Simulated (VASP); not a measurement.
# ZnS (I-4m2) in VASP: a series of runs

ZnS is run at these levels: PBE, r2SCAN; tasks: single point.

Everything below comes from runs of VASP 6.6.1. Logs are shortened: lines on timing, memory, paths and dates and some standing lists are left out, and cuts for length are marked.

### 1 The cell of the first run

It takes space group I-4m2 (No. 119, tetragonal). Conventional cell: a = 3.810 Å, b = 3.810 Å, c = 5.131 Å, α = 90.00°, β = 90.00°, γ = 90.00°. Zn (site symmetry -4m2) has 4 S at 2.30 Å within 3.0 Å. S (site symmetry -4m2) has 4 Zn at 2.30 Å within 3.0 Å.

### 2 Single point, PBE (uniaxial z strain -4.8%)

Input file INCAR:

```
SYSTEM = ZnS
PREC = Accurate
ENCUT = 520
EDIFF = 1E-7
ISMEAR = -1
SIGMA = 0.02
LREAL = .FALSE.
LASPH = .TRUE.
NELM = 100
ALGO = Normal
ISIF = 2
LWAVE = .FALSE.
LCHARG = .FALSE.
GGA = PE
NBANDS = 16
```

Input file KPOINTS:

```
regular mesh
0
G
  8 8 8
  0 0 0
```

Input file POSCAR:

```
ZnS
1.0
    0.0000000000      2.6940955531      2.5653177856
    2.6940955531      0.0000000000      2.5653177856
    2.6940955531      2.6940955531      0.0000000000
Zn S
1 1
Direct
    0.2500000000      0.2500000000      0.2500000000
    0.0000000000      0.0000000000      0.0000000000
```

Potentials or basis: VASP PAW PBE potentials, release 64 (Zn, S).

The run is started by

```
cat potpaw_PBE.64/Zn/POTCAR potpaw_PBE.64/S/POTCAR > POTCAR
mpirun -np 1 vasp_std > vasp.out
```

OUTCAR:

```text
SYSTEM = ZnS
   PREC = Accurate
   ENCUT = 520
   EDIFF = 1E-7
   ISMEAR = -1
   LREAL = .FALSE.
   LASPH = .TRUE.
   NELM = 100
   ISIF = 2
   GGA = PE

 ion  position               nearest neighbor table
   1  0.250  0.250  0.250-   2 2.30   2 2.30   2 2.30   2 2.30
   2  0.000  0.000  0.000-   1 2.30   1 2.30   1 2.30   1 2.30

  LATTYP: Found a body centered tetragonal cell.
 ALAT       =     3.8100264695
 C/A-ratio  =     1.3466141541

  Lattice vectors:

 A1 = (   0.0000000000,  -2.6940955531,  -2.5653177856)
 A2 = (   0.0000000000,   2.6940955531,  -2.5653177856)
 A3 = (   2.6940955531,   0.0000000000,   2.5653177856)

Analysis of symmetry for initial positions (statically):
=====================================================================
 Subroutine PRICEL returns:
 Original cell was already a primitive cell.

 Routine SETGRP: Setting up the symmetry group for a
 body centered tetragonal supercell.

 Subroutine GETGRP returns: Found  8 space group operations
 (whereof  8 operations were pure point group operations)
 out of a pool of 16 trial point group operations.

The static configuration has the point symmetry D_2d.

Analysis of symmetry for dynamics (positions and initial velocities):
=====================================================================
 Subroutine PRICEL returns:
 Original cell was already a primitive cell.

 Routine SETGRP: Setting up the symmetry group for a
 body centered tetragonal supercell.

 Subroutine GETGRP returns: Found  8 space group operations
 (whereof  8 operations were pure point group operations)
 out of a pool of 16 trial point group operations.

The dynamic configuration has the point symmetry D_2d.

 Subroutine INISYM returns: Found  8 space group operations
 (whereof  8 operations are pure point group operations),
 and found     1 'primitive' translations

----------------------------------------------------------------------------------------

                                     Primitive cell

  volume of cell :      37.2389

  direct lattice vectors                    reciprocal lattice vectors
     0.000000000  2.694095553  2.565317786    -0.185591042  0.185591042  0.194907626
     2.694095553  0.000000000  2.565317786     0.185591042 -0.185591042  0.194907626
     2.694095553  2.694095553  0.000000000     0.185591042  0.185591042 -0.194907626

  length of vectors
[... 79 lines left out ...]
   LASPH  =      T    aspherical Exc in radial PAW
   ENCUT  =  520.0 eV  38.22 Ry    6.18 a.u.   6.92  6.92  7.08*2*pi/ulx,y,z
   NELM   =    100;   NELMIN=  2; NELMDL= -5     # of ELM steps
   EDIFF  = 0.1E-06   stopping-criterion for ELM
   LREAL  =      F    real-space projection
   EDIFFG = 0.1E-05   stopping-criterion for IOM
   NSW    =      0    number of steps for IOM
   IBRION =     -1    ionic relax: 0-MD 1-quasi-New 2-CG
   NFREE  =      0    steps in history (QN), initial steepest desc. (CG)
   ISIF   =      2    stress and relaxation
   ISYM   =      2    0-nonsym 1-usesym 2-fastsym
   POTIM  = 0.5000    time-step for ionic-motion
   TEBEG  =    0.0;   TEEND  =   0.0 temperature during run
   PSTRESS=    0.0 pullay stress
   NELECT =      18.0000    total number of electrons
   NUPDOWN=      -1.0000    fix difference up-down
   EMIN   =  10.00;   EMAX   =-10.00  energy-range for DOS
   EFERMI =   0.00;   METHOD = LEGACY
   ISMEAR =    -1;   SIGMA  =   0.02  broadening in eV -4-tet -1-fermi 0-gaus
   EFERMI_NEDOS =   21; number of points for ismear=-14 and -15
   IALGO  =     38    algorithm
   IMIX   =      4    mixing-type and parameters
     AMIX     =   0.40;   BMIX     =  1.00
     AMIX_MAG =   1.60;   BMIX_MAG =  1.00
  volume/ion in A,a.u.               =      18.62       125.65
  Fermi-wavevector in a.u.,A,eV,Ry     =   1.284793  2.427907 22.459055  1.650694
  Thomas-Fermi vector in A             =   2.416966
   LORBIT       =      0    0 simple, 1 ext, 2 COOP (PROOUT), +10 PAW based schemes
   GGA     = PE    functional components
   LHFCALC =     F    Hartree Fock is set to
   AEXX    =    0.0000 exact exchange contribution
   IVDW    =     0    specifies the selected vdW correction
   LEPSILON=     F    determine dielectric tensor
   LRPA    =     F    only Hartree local field effects (RPA)
 non-spin polarized calculation
  energy-cutoff  :      520.00
  volume of cell :       37.24
 maximum number of plane-waves:      1014
   NGX = 13   NGY = 13   NGZ = 15

 number of electron      18.0000001 magnetization

 Free energy of the ion-electron system (eV)
  ---------------------------------------------------
  ext. energy  EPLUGINS =         0.00000000
  ---------------------------------------------------
  free energy    TOTEN  =        -6.78274722 eV

  energy without entropy =       -6.78274722  energy(sigma->0) =       -6.78274722

 E-fermi :   3.1449     XC(G=0):  -9.9071

 val. band max:        2.7679888198   @ k =   0.0000   0.0000   0.0000
 cond. band min:       5.0276881733   @ k =   0.0000   0.0000   0.0000
 fundamental gap:      2.2596993535
 Fermi energy:         3.1449272319

 k-point     1 :       0.0000    0.0000    0.0000
  band No.  band energies     occupation
      1     -10.8916      2.00000
      2      -3.9288      2.00000
      3      -3.9288      2.00000
      4      -3.8999      2.00000
      5      -3.3638      2.00000
      6      -3.3450      2.00000
[... 433 lines left out ...]
      3      -3.7745      2.00000
      4      -3.7191      2.00000
      5      -3.3611      2.00000
      6      -3.3152      2.00000
[... 8 lines left out ...]
     15      15.3354      0.00000
     16      16.0761      0.00000

 [... further k-points ...]

------------------------ aborting loop because EDIFF is reached ----------------------------------------

  FORCE on cell =-STRESS in cart. coord.  units (eV):
  Direction    XX          YY          ZZ          XY          YZ          ZX
  --------------------------------------------------------------------------------------
  -------------------------------------------------------------------------------------
  Total        1.4367511      1.4367511      1.8177848      0.0000000     -0.0000000      0.0000000
  in kB       61.8151534     61.8151534     78.2088485      0.0000000     -0.0000000      0.0000000
  external PRESSURE =      67.2797185 kB  Pullay stress =       0.0000000 kB

 VOLUME and BASIS-vectors are now :
 -----------------------------------------------------------------------------
  energy-cutoff  :      520.00
  volume of cell :       37.24
      direct lattice vectors                 reciprocal lattice vectors
     0.000000000  2.694095553  2.565317786    -0.185591042  0.185591042  0.194907626
     2.694095553  0.000000000  2.565317786     0.185591042 -0.185591042  0.194907626
     2.694095553  2.694095553  0.000000000     0.185591042  0.185591042 -0.194907626

 POSITION                                       TOTAL-FORCE (eV/Angst)
 -----------------------------------------------------------------------------------
      1.34705      1.34705      1.28266         0.000000      0.000000     -0.000000
      0.00000      0.00000      0.00000        -0.000000     -0.000000      0.000000
 -----------------------------------------------------------------------------------
    total drift:                               -0.000002     -0.000002     -0.000001

  FREE ENERGIE OF THE ION-ELECTRON SYSTEM (eV)
  ---------------------------------------------------
  free  energy   TOTEN  =        -6.7827472244 eV

  energy  without entropy=       -6.7827472244  energy(sigma->0) =       -6.78274722
```

stdout:

```text
POSCAR found type information on POSCAR ZnS
 POSCAR found :  2 types and       2 ions
 scaLAPACK will be used
 LDA part: xc-table for (Slater+PW92), standard interpolation
 POSCAR, INCAR and KPOINTS ok, starting setup
 FFT: planning ... GRIDC
 FFT: planning ... GRID_SOFT
 FFT: planning ... GRID
 WAVECAR not read
 entering main loop
```

Wall time 38 s (1 thread of Intel Xeon Platinum 8259CL at 2.50GHz (Skylake/Cascade Lake), shared host); peak memory 0.17 GiB.

What came out:

- Free energy: -6.7827 eV
- Pressure: 6.7 GPa
- Band gap on the k mesh: 2.26 eV, direct

Caveat: the cell differs from its parent crystal (uniaxial z strain -4.8%).

### 3 Single point, r2SCAN (uniaxial z strain -4.8%)

POSCAR is that of step 2.

Input file INCAR.step1:

```
  ALGO = Normal
  EDIFF = 1E-4
  ENCUT = 520
  GGA = PE
  ISMEAR = 0
  LASPH = T
  LCHARG = F
  LREAL = F
  LWAVE = T
  NBANDS = 16
  NELM = 60
  PREC = Accurate
  SIGMA = 0.01
```

Input file INCAR.step2:

```
  ALGO = Normal
  EDIFF = 1E-7
  ENCUT = 520
  ISIF = 2
  ISMEAR = 0
  ISTART = 1
  LASPH = T
  LCHARG = F
  LMIXTAU = T
  LREAL = F
  LWAVE = F
  METAGGA = R2SCAN
  NBANDS = 16
  NELM = 60
  PREC = Accurate
  SIGMA = 0.01
```

Input file KPOINTS:

```
k-points
0
Gamma
  8 8 8
```

Potentials or basis: VASP PAW PBE potentials, release 64 (Zn, S).

The run is started by

```
cat potpaw_PBE.64/Zn/POTCAR potpaw_PBE.64/S/POTCAR > POTCAR
cp INCAR.step1 INCAR
mpirun -np 1 vasp_std > vasp.out
cp INCAR.step2 INCAR
mpirun -np 1 vasp_std > vasp.out
```

Run time: 2.7 min. Hardware: 1 thread of Intel Xeon Platinum 8259CL at 2.50GHz (Skylake/Cascade Lake), shared host; peak memory 0.18 GiB.

It converged, with:

| Item | Value |
| --- | --- |
| Free energy | -18.8346 eV |
| Pressure | 4.3 GPa |
| Band gap on the k mesh | 2.83 eV, direct |

Stress tensor (GPa, compression positive):
```
3.68 0.00 0.00
0.00 3.68 0.00
0.00 0.00 5.52
```

Levels at points of the mesh, in eV from the valence-band top:
```csv
k point,band 7,band 8,band 9,band 10,band 11,band 12
"(0.00, 0.00, 0.00)",-0.17,-0.17,0.00,2.83,6.76,6.76
"(0.50, 0.00, 0.00)",-5.87,-1.22,-0.94,3.78,7.02,7.53
"(0.50, 0.50, 0.00)",-4.75,-2.79,-2.79,3.31,4.01,12.52
"(0.50, 0.00, 0.50)",-5.05,-2.57,-2.45,3.59,4.53,11.89
```

Caveat: the cell differs from its parent crystal (uniaxial z strain -4.8%); the PAW data sets were made with another functional, which shifts forces and pressure a little.
